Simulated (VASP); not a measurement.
# TaN (I4/mmm) in VASP: a series of runs, part 2 of 2

VASP 6.6.1. Earlier steps stand in the parts before.

### 4 Single point, PBE (strain +0.0100 x Voigt [1, 1, 0, 0, 0, 0])

Input file INCAR:

```
PREC = Accurate
ENCUT = 520
EDIFF = 1E-7
ISMEAR = 0
SIGMA = 0.15
LREAL = False
LASPH = True
NELM = 100
ALGO = Normal
ISIF = 2
LWAVE = False
LCHARG = True
GGA = PE
LELF = True
LVHAR = True
NBANDS = 15
```

Input file KPOINTS:

```
Automatic mesh
0
Gamma
  18 18 18
```

Input file POSCAR:

```
TaN
1.0
    0.0000000000      2.2007900000      2.1790000000
    2.2007900000      0.0000000000      2.1790000000
    2.2007900000      2.2007900000      0.0000000000
Ta N
1 1
Direct
    0.5000000000      0.5000000000      0.5000000000
    0.0000000000      0.0000000000      0.0000000000
```

Potentials or basis: VASP PAW PBE potentials, release 64 (Ta_pv, N).

Launch:

```console
$ cat potpaw_PBE.64/Ta_pv/POTCAR potpaw_PBE.64/N/POTCAR > POTCAR
$ mpirun -np 1 vasp_std > vasp.out
```

OUTCAR:

```text
PREC = Accurate
   ENCUT = 520
   EDIFF = 1E-7
   ISMEAR = 0
   LREAL = False
   LASPH = True
   NELM = 100
   ISIF = 2
   GGA = PE

 ion  position               nearest neighbor table
   1  0.500  0.500  0.500-   2 2.18   2 2.18   2 2.20   2 2.20   2 2.20   2 2.20
   2  0.000  0.000  0.000-   1 2.18   1 2.18   1 2.20   1 2.20   1 2.20   1 2.20

  LATTYP: Found a body centered tetragonal cell.
 ALAT       =     3.1123870659
 C/A-ratio  =     1.4002114479

  Lattice vectors:

 A1 = (   0.0000000000,  -2.2007900000,  -2.1790000000)
 A2 = (   0.0000000000,   2.2007900000,  -2.1790000000)
 A3 = (   2.2007900000,   0.0000000000,   2.1790000000)

Analysis of symmetry for initial positions (statically):
=====================================================================
 Subroutine PRICEL returns:
 Original cell was already a primitive cell.

 Routine SETGRP: Setting up the symmetry group for a
 body centered tetragonal supercell.

 Subroutine GETGRP returns: Found 16 space group operations
 (whereof 16 operations were pure point group operations)
 out of a pool of 16 trial point group operations.

The static configuration has the point symmetry D_4h.

Analysis of symmetry for dynamics (positions and initial velocities):
=====================================================================
 Subroutine PRICEL returns:
 Original cell was already a primitive cell.

 Routine SETGRP: Setting up the symmetry group for a
 body centered tetragonal supercell.

 Subroutine GETGRP returns: Found 16 space group operations
 (whereof 16 operations were pure point group operations)
 out of a pool of 16 trial point group operations.

The dynamic configuration has the point symmetry D_4h.

 Subroutine INISYM returns: Found 16 space group operations
 (whereof 16 operations are pure point group operations),
 and found     1 'primitive' translations

----------------------------------------------------------------------------------------

                                     Primitive cell
[... 121 lines left out ...]
   LRPA    =     F    only Hartree local field effects (RPA)
 non-spin polarized calculation
 Gauss-broadening in eV      SIGMA  =   0.15
  energy-cutoff  :      520.00
  volume of cell :       21.11
 maximum number of plane-waves:       580
   NGX = 11   NGY = 11   NGZ = 11

 number of electron      16.0000002 magnetization

 Free energy of the ion-electron system (eV)
  ---------------------------------------------------
  ext. energy  EPLUGINS =         0.00000000
  ---------------------------------------------------
  free energy    TOTEN  =       -21.81752469 eV

  energy without entropy =      -21.80792578  energy(sigma->0) =      -21.81272523

 E-fermi :   9.6424     XC(G=0): -13.4783

 val. band max:        9.6371754261   @ k =   0.3889   0.0000   0.0556
 cond. band min:       9.6444624203   @ k =  -0.1667   0.1667   0.0556
 fundamental gap:      0.0072869942
 Fermi energy:         9.6423523995

 k-point     1 :       0.0000    0.0000    0.0000
  band No.  band energies     occupation
      1     -26.1344      2.00000
      2     -26.1344      2.00000
      3     -26.1277      2.00000
      4      -9.2949      2.00000
      5       5.7667      2.00000
      6       5.7667      2.00000
      7       5.8127      2.00000
      8       7.4652      2.00000
      9       7.4652      2.00000
     10       7.5846      2.00000
     11       9.6260      1.12263
     12       9.7421      0.34702
     13      11.2402      0.00000
     14      19.0402      0.00000
[... 401 lines left out ...]
      2     -26.1975      2.00000
      3     -26.1669      2.00000
      4      -8.0133      2.00000
      5       1.9898      2.00000
      6       3.1926      2.00000
      7       3.6345      2.00000
      8       8.6551      2.00000
      9       8.8118      2.00000
     10       9.7840      0.18182
     11      12.6860      0.00000
     12      13.9299      0.00000
     13      14.1804      0.00000
     14      21.9919      0.00000
     15      22.1564      0.00000

 [... further k-points ...]

------------------------ aborting loop because EDIFF is reached ----------------------------------------

  FORCE on cell =-STRESS in cart. coord.  units (eV):
  Direction    XX          YY          ZZ          XY          YZ          ZX
  --------------------------------------------------------------------------------------
  -------------------------------------------------------------------------------------
  Total        0.7784734      0.7784734      1.6148717      0.0000000      0.0000000      0.0000000
  in kB       59.0894469     59.0894469    122.5756394      0.0000000      0.0000000      0.0000000
  external PRESSURE =      80.2515111 kB  Pullay stress =       0.0000000 kB

 VOLUME and BASIS-vectors are now :
 -----------------------------------------------------------------------------
  energy-cutoff  :      520.00
  volume of cell :       21.11
      direct lattice vectors                 reciprocal lattice vectors
     0.000000000  2.200790000  2.179000000    -0.227191145  0.227191145  0.229463056
     2.200790000  0.000000000  2.179000000     0.227191145 -0.227191145  0.229463056
     2.200790000  2.200790000  0.000000000     0.227191145  0.227191145 -0.229463056

 POSITION                                       TOTAL-FORCE (eV/Angst)
 -----------------------------------------------------------------------------------
      2.20079      2.20079      2.17900         0.000000      0.000000     -0.000000
      0.00000      0.00000      0.00000         0.000000      0.000000      0.000000
 -----------------------------------------------------------------------------------
    total drift:                                0.000000     -0.000000     -0.000000

  FREE ENERGIE OF THE ION-ELECTRON SYSTEM (eV)
  ---------------------------------------------------
  free  energy   TOTEN  =       -21.8175246875 eV

  energy  without entropy=      -21.8079257756  energy(sigma->0) =      -21.81272523
```

stdout:

```text
POSCAR found type information on POSCAR TaN
 POSCAR found :  2 types and       2 ions
 scaLAPACK will be used
 LDA part: xc-table for (Slater+PW92), standard interpolation
 POSCAR, INCAR and KPOINTS ok, starting setup
 FFT: planning ... GRIDC
 FFT: planning ... GRID_SOFT
 FFT: planning ... GRID
 WAVECAR not read
 entering main loop
```

It took 40 s on 1 thread of Intel Xeon 6975P-C (Granite Rapids), shared host; peak memory 0.27 GiB.

Results:

```
Free energy            : -21.8175 eV
Pressure               : 8.0 GPa
Band gap on the k mesh : zero (bands 8 and 9 overlap by 4.05 eV)
```

Levels at points of the mesh, in eV from the Fermi level:
```tsv
k point	band 6	band 7	band 8	band 9	band 10	band 11
(0.00, 0.00, 0.00)	-3.88	-3.83	-2.18	-2.18	-2.06	-0.02
(0.50, 0.00, 0.00)	-7.65	-7.64	1.87	1.95	2.01	3.84
(0.50, 0.50, 0.00)	-5.54	-4.70	-4.70	2.14	3.58	3.58
(0.50, 0.00, 0.50)	-5.52	-4.67	-4.63	2.12	3.51	3.64
```

Caveat: the cell differs from its parent crystal (strain +0.0100 x Voigt [1, 1, 0, 0, 0, 0]); the stress differs along the axes, from 6 to 12 GPa; spin-orbit coupling is left out, which moves the levels of the heavy elements.

### 5 Single point, PBE (strain +0.0200 x Voigt [1, 1, 0, 0, 0, 0])

Input file INCAR:

```
PREC     = Accurate       # precision mode
ENCUT    = 520            # plane-wave cutoff, eV
EDIFF    = 1E-6           # SCF threshold, eV
ISMEAR   = 0              # smearing method
SIGMA    = 0.15           # smearing width, eV
LREAL    = False          # projectors in reciprocal space
LASPH    = True           # aspherical terms in the spheres
NELM     = 60             # most SCF steps
ALGO     = Normal         # electronic algorithm
ISIF     = 2              # what is computed and relaxed
LWAVE    = False          # write WAVECAR
LCHARG   = False          # write CHGCAR
GGA      = PE             # functional
NBANDS   = 15             # bands
```

KPOINTS is that of step 4.

Input file POSCAR:

```
TaN
1.0
    0.0000000000      2.2225800000      2.1790000000
    2.2225800000      0.0000000000      2.1790000000
    2.2225800000      2.2225800000      0.0000000000
Ta N
1 1
Direct
    0.5000000000      0.5000000000      0.5000000000
    0.0000000000      0.0000000000      0.0000000000
```

Launch:

```console
$ cat potpaw_PBE.64/Ta_pv/POTCAR potpaw_PBE.64/N/POTCAR > POTCAR
$ mpirun -np 1 vasp_std > vasp.out
```

Run time: 35 s. Hardware: 1 thread of Intel Xeon 6975P-C (Granite Rapids), shared host; peak memory 0.27 GiB.

Results (log left out):

| Quantity | Value |
| --- | --- |
| Free energy | -21.8221 eV |
| Pressure | 1.4 GPa |
| Band gap on the k mesh | zero (bands 8 and 9 overlap by 3.92 eV) |

Stress tensor (GPa, compression positive):
```
-2.53  0.00  0.00
 0.00 -2.53  0.00
 0.00  0.00  9.14
```

Levels at points of the mesh, in eV from the Fermi level:
| k point | band 5 | band 6 | band 7 | band 8 | band 9 | band 10 | band 11 | band 12 |
| --- | --- | --- | --- | --- | --- | --- | --- | --- |
| (0.00, 0.00, 0.00) | -3.83 | -3.83 | -3.74 | -2.16 | -2.16 | -1.92 | -0.08 | 0.08 |
| (0.50, 0.00, 0.00) | -10.28 | -7.51 | -7.50 | 1.76 | 1.94 | 1.97 | 3.77 | 7.15 |
| (0.50, 0.50, 0.00) | -6.49 | -5.42 | -4.69 | -4.69 | 2.08 | 3.47 | 3.47 | 4.43 |
| (0.50, 0.00, 0.50) | -6.70 | -5.38 | -4.62 | -4.55 | 2.03 | 3.33 | 3.59 | 4.41 |

Caveat: the cell differs from its parent crystal (strain +0.0200 x Voigt [1, 1, 0, 0, 0, 0]); the stress differs along the axes, from -3 to 9 GPa; spin-orbit coupling is left out, which moves the levels of the heavy elements.

### 6 Single point, PBE (strain +0.0300 x Voigt [1, 1, 0, 0, 0, 0])

Input file INCAR:

```
PREC     = Accurate       # precision mode
ENCUT    = 520            # plane-wave cutoff, eV
EDIFF    = 1E-7           # SCF threshold, eV
ISMEAR   = 0              # smearing method
SIGMA    = 0.15           # smearing width, eV
LREAL    = F              # projectors in reciprocal space
LASPH    = T              # aspherical terms in the spheres
NELM     = 100            # most SCF steps
ALGO     = Normal         # electronic algorithm
ISIF     = 2              # what is computed and relaxed
LWAVE    = F              # write WAVECAR
LCHARG   = T              # write CHGCAR
GGA      = PE             # functional
LELF     = T              # ELF
LVHAR    = T            
NBANDS   = 15             # bands
```

KPOINTS is that of step 5.

Input file POSCAR:

```
TaN
1.0
    0.0000000000      2.2443700000      2.1790000000
    2.2443700000      0.0000000000      2.1790000000
    2.2443700000      2.2443700000      0.0000000000
Ta N
1 1
Direct
    0.5000000000      0.5000000000      0.5000000000
    0.0000000000      0.0000000000      0.0000000000
```

Potentials or basis: VASP PAW PBE potentials, release 64 (Ta_pv, N).

Launch:

```console
$ cat potpaw_PBE.64/Ta_pv/POTCAR potpaw_PBE.64/N/POTCAR > POTCAR
$ mpirun -np 1 vasp_std > vasp.out
```

Run time: 41 s. Hardware: 1 thread of Intel Xeon 6975P-C (Granite Rapids), shared host; peak memory 0.27 GiB.

Results (log left out):

- Free energy: -21.8057 eV
- Pressure: -4.5 GPa
- Band gap on the k mesh: zero (bands 8 and 9 overlap by 3.79 eV)

Stress tensor (GPa, compression positive):
```
-9.94  0.00  0.00
 0.00 -9.94  0.00
 0.00  0.00  6.25
```

Levels at points of the mesh, in eV from the Fermi level:
| k point | band 4 | band 5 | band 6 | band 7 | band 8 | band 9 | band 10 | band 11 | band 12 | band 13 |
| --- | --- | --- | --- | --- | --- | --- | --- | --- | --- | --- |
| (0.00, 0.00, 0.00) | -18.61 | -3.78 | -3.78 | -3.66 | -2.13 | -2.13 | -1.79 | -0.15 | 0.01 | 1.51 |
| (0.50, 0.00, 0.00) | -15.77 | -10.12 | -7.37 | -7.36 | 1.66 | 1.92 | 1.94 | 3.71 | 6.84 | 7.48 |
| (0.50, 0.50, 0.00) | -17.35 | -6.38 | -5.29 | -4.66 | -4.66 | 2.03 | 3.37 | 3.37 | 4.24 | 6.62 |
| (0.50, 0.00, 0.50) | -17.38 | -6.67 | -5.23 | -4.57 | -4.47 | 1.94 | 3.17 | 3.53 | 4.24 | 6.42 |

Caveat: the cell differs from its parent crystal (strain +0.0300 x Voigt [1, 1, 0, 0, 0, 0]); the stress differs along the axes, from -10 to 6 GPa; spin-orbit coupling is left out, which moves the levels of the heavy elements.

### 7 Overview

| cell | gap on the mesh (eV) | pressure (GPa) |
| --- | --- | --- |
| a = 3.051, b = 3.051, c = 3.020 Å, angles 60.3, 60.3, 59.3°, 2 atoms | none | 33.4 |
| a = 3.066, b = 3.066, c = 3.051 Å, angles 60.2, 60.2, 59.7°, 2 atoms | none | 24.0 |
| a = 3.097, b = 3.097, c = 3.112 Å, angles 59.8, 59.8, 60.3°, 2 atoms | none | 8.0 |
| a = 3.113, b = 3.113, c = 3.143 Å, angles 59.7, 59.7, 60.7°, 2 atoms | none | 1.4 |
| a = 3.128, b = 3.128, c = 3.174 Å, angles 59.5, 59.5, 61.0°, 2 atoms | none | -4.5 |

Alike in all rows: task single point; level PBE; potentials or basis VASP PAW PBE potentials, release 64 (Ta_pv, N); no spin polarisation; k mesh 18 × 18 × 18; cutoff (eV) 520; smearing gaussian 0.15 eV.

Caveats: spin-orbit coupling is left out, which moves the levels of the heavy elements; the stress differs along the axes, from 22 to 39 GPa (at least some runs); the stress differs along the axes, from 19 to 26 GPa (at least some runs); the stress differs along the axes, from 6 to 12 GPa (at least some runs); the stress differs along the axes, from -3 to 9 GPa (at least some runs); the stress differs along the axes, from -10 to 6 GPa (at least some runs).

Absolute energies hang on the potentials; compare differences alone.
